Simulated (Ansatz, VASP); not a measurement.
## SrO: VASP beside Ansatz

```xyz
2
Lattice="0.0000 2.5799 2.5799 2.5799 0.0000 2.5799 2.5799 2.5799 0.0000" Properties=species:S:1:pos:R:3 pbc="T T T"
Sr    2.5799    2.5799    2.5799
O     0.0000    0.0000    0.0000
```

Alike in both runs: task single point; functional PBE; k mesh 8 × 8 × 8; occupations fermi-dirac, width 0.02 eV; no spin polarisation.

|  | VASP | Ansatz |
| --- | --- | --- |
| version | VASP 6.6.1 | Ansatz 0.2.0 |
| potentials or method | VASP PAW PBE potentials, release 64 (Sr_sv, O) | plane waves, PAW |
| plane-wave cutoff (eV) | 520 | 420 |
| valence electrons in the cell | 16 | 16 |

|  | VASP | Ansatz | Ansatz less VASP |
| --- | --- | --- | --- |
| gap on the k mesh at the Fermi level (eV) | 3.27 | 3.32 | +0.047 |
| pressure (GPa) | 2.4 | 1.8 | -0.56 |
